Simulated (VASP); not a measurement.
Write the native input for VASP 6.6.1 that does the following.

| Property | Result |
| --- | --- |
| Task | single point |
| Functional | PBEsol |
| Potentials or basis | VASP PAW PBE potentials, release 64 (Ni, O) |
| Cutoff | 520 eV |
| k mesh | 12 × 12 × 1 |
| Occupations | gaussian, width 0.1 eV |
| Spin | collinear spin, ferromagnetic start |
| Starting moments | [1.14, 1.14, 1.14, 1.14, 1.14, 0.2, 0.2, 0.2, 0.2] μB |
| Dipole correction | yes |
| Further INCAR settings | ALGO = Normal; EDIFF = 1e-06; NBANDS = 51 |

The structure of Ni5O4 lies in POSCAR:

```
Ni5O4
1.0
    2.9105323198      0.0000000000      0.0000000000
   -1.4552661599      2.5205949274      0.0000000000
    0.0000000000      0.0000000000     24.5057587511
Ni O
5 4
Direct
    0.6666666667      0.3333333333      0.3060505115
    0.3333333333      0.6666666667      0.4030252557
    0.0000000000      0.0000000000      0.5000000000
    0.6666666667      0.3333333333      0.5969747443
    0.3333333333      0.6666666667      0.6939494885
    0.0000000000      0.0000000000      0.3545378836
    0.6666666667      0.3333333333      0.4515126279
    0.3333333333      0.6666666667      0.5484873721
    0.0000000000      0.0000000000      0.6454621164
```

The input as run:

INCAR

```
PREC     = Accurate       # precision mode
ENCUT    = 520            # plane-wave cutoff, eV
EDIFF    = 1E-6           # SCF threshold, eV
ISMEAR   = 0              # smearing method
SIGMA    = 0.1            # smearing width, eV
LREAL    = F              # projectors in reciprocal space
LASPH    = T              # aspherical terms in the spheres
NELM     = 150            # most SCF steps
ALGO     = Normal         # electronic algorithm
ISIF     = 2              # what is computed and relaxed
LWAVE    = F              # write WAVECAR
LCHARG   = F              # write CHGCAR
ISPIN    = 2              # spin polarisation
MAGMOM   = 1.14 1.14 1.14 1.14 1.14 0.2 0.2 0.2 0.2 # initial moments
LORBIT   = 11             # projections on sites
LMAXMIX  = 4              # l up to which the mixer works
LDIPOL   = T            
IDIPOL   = 3            
DIPOL    = 0.5 0.5 0.500
GGA      = PS             # functional
NBANDS   = 51             # bands
```

KPOINTS

```
Automatic mesh
0
Gamma
  12 12 1
```

Potentials or basis: VASP PAW PBE potentials, release 64 (Ni, O).

Command:

```sh
$ cat potpaw_PBE.64/Ni/POTCAR potpaw_PBE.64/O/POTCAR > POTCAR
$ mpirun -np 1 vasp_std > vasp.out
```

It gave:

```
Largest force                                         : 0.743 eV/Å
Net moment                                            : 4.19 μB per cell
Site moments                                          : Ni +0.34, +0.91, +1.09 (each value once); O +0.10, +0.16 (each value once) μB
Valence electrons inside the program's atomic spheres : Ni 8.97, 9.12, 9.11 (each value once); O 4.92, 4.95 (each value once)
```

Caveat: the PAW data sets were made with another functional, which shifts forces and pressure a little.

It took 57 min on 1 thread of Intel(R) Xeon(R) Platinum 8259CL CPU @ 2.50GHz (Skylake/Cascade Lake), with other jobs on the host, peak memory 0.54 GiB.
